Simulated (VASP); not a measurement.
The system is CdSe.

```xyz
2
Lattice="0.0000 3.0703 3.0703 3.0703 0.0000 3.0703 3.0703 3.0703 0.0000" Properties=species:S:1:pos:R:3 pbc="T T T"
Cd    0.0000    0.0000    0.0000
Se    1.5351    1.5351    1.5351
```

Base run:

* Program: VASP 6.6.1
* Functional: PBE
* Potentials or basis: VASP PAW PBE potentials, release 64 (Cd, Se)
* Cutoff: 520 eV
* k mesh: 8 × 8 × 8
* Occupations: gaussian, width 0.011 eV
* Spin: no spin polarisation

Its results: band gap on the k mesh 0.55 eV, direct; pressure 1.6 GPa.

Q: The run is repeated on the same cell with these changes: occupations from gaussian, width 0.011 eV to fermi-dirac, width 0.05 eV; dispersion from none to D3(BJ). What comes out?

A: Band gap on the k mesh 0.55 eV, direct; pressure -0.4 GPa.

